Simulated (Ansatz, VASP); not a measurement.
## TiTe2 in VASP and in Ansatz

File INCAR:

```
SYSTEM = TiTe2
PREC     = Accurate       ! precision mode
ENCUT    = 520            ! plane-wave cutoff, eV
EDIFF    = 1E-6           ! SCF threshold, eV
ISMEAR   = 0              ! smearing method
SIGMA    = 0.05           ! smearing width, eV
LREAL    = .False.        ! projectors in reciprocal space
LASPH    = .True.         ! aspherical terms in the spheres
NELM     = 60             ! most SCF steps
ALGO     = Normal         ! electronic algorithm
ISIF     = 2              ! what is computed and relaxed
LWAVE    = .False.        ! write WAVECAR
LCHARG   = .True.         ! write CHGCAR
GGA      = PE             ! functional
LELF     = .True.         ! ELF
LVHAR    = .True.       
NBANDS   = 19             ! bands
```

Contents of KPOINTS:

```
Automatic mesh
0
Gamma
  10 10 10
  0 0 0
```

Contents of POSCAR:

```
TiTe2
1.0
    0.0000000000      3.4428591255      3.4428591255
    3.4428591255      0.0000000000      3.4428591255
    3.4428591255      3.4428591255      0.0000000000
Ti Te
1 2
Direct
    0.0000000000      0.0000000000      0.0000000000
    0.2500000000      0.2500000000      0.2500000000
    0.7616182506      0.7383817494      0.7616182506
```

Input for Ansatz:

```yaml
crystal:
  lattice:
    - [0.0, 3.4428591255, 3.4428591255]
    - [3.4428591255, 0.0, 3.4428591255]
    - [3.4428591255, 3.4428591255, 0.0]
  atoms:
    - { symbol: Ti, position: [0.0, 0.0, 0.0] }
    - { symbol: Te, position: [0.25, 0.25, 0.25] }
    - { symbol: Te, position: [0.7616182506, 0.7383817494, 0.7616182506] }
basis:
  ecutwfc: 420
  ecutrho_ratio: 4
kpoints:
  mp_grid: { grid: [10, 10, 10] }
hamiltonian:
  xc: pbe
scf:
  occupations: { method: gaussian, width: 0.05 }
output:
  forces: true
  stress: true
  eigenvalues: true
  write_density: true
  write_potential: true
  elf: true
  volumetric_format: npy
```

Alike in both runs: task single point; functional PBE; k mesh 10 × 10 × 10; occupations gaussian, width 0.05 eV; no spin polarisation.

|  | VASP | Ansatz |
| --- | --- | --- |
| version | VASP 6.6.1 | Ansatz 0.2.0 |
| potentials or method | VASP PAW PBE potentials, release 64 (Ti_sv, Te), cutoff 520 eV | scalar-relativistic, plane waves, PAW |
| valence electrons in the cell | 24 | 44 |

```csv
,VASP,Ansatz,Ansatz less VASP
gap on the k mesh at the Fermi level (eV),none,none,-
pressure (GPa),0.0,0.0,-0.04
"traceless stress, the component that is largest in VASP (GPa)",0.62,0.61,-0.005
rms of the force components (eV/Å),0.116,0.116,-0.0002
```

Atom by atom the forces differ by 0.000 eV/Å (rms over components). A gap of «none» marks a metal or a gap that the smearing closes. With one functional, cell and mesh, what is left measures potentials, basis and numerics. VASP's potentials hold 24 valence electrons a cell and Ansatz's 44, so a difference there can come from the potentials and not from the codes.

Spin-orbit coupling is off throughout.
